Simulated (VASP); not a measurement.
The system is TaN.

```xyz
2
Lattice="2.9380 0.0000 0.0000 -1.4690 2.5444 0.0000 0.0000 0.0000 2.8830" Properties=species:S:1:pos:R:3 pbc="T T T"
Ta    0.0000    1.6963    1.4415
N     0.0000    0.0000    0.0000
```

Base run:

- Program: VASP 6.6.1
- Functional: LDA
- Potentials or basis: VASP PAW LDA potentials, release 64 (Ta_pv, N)
- Cutoff: 520 eV
- k mesh: 12 × 12 × 10
- Occupations: fermi-dirac, width 0.1 eV
- Spin: no spin polarisation

Its results: band gap on the k mesh zero (band 8 reaches 8.49 eV, above the bottom of band 9 at 7.99 eV); pressure -9.8 GPa.

The run is repeated on the same cell with these changes: occupations from fermi-dirac, width 0.1 eV to fermi-dirac, width 0.5 eV. What comes out?

Band gap on the k mesh zero (band 8 reaches 8.50 eV, above the bottom of band 9 at 8.00 eV); pressure -8.4 GPa.

Caveats: spin-orbit coupling is left out, which moves the levels of the heavy elements.
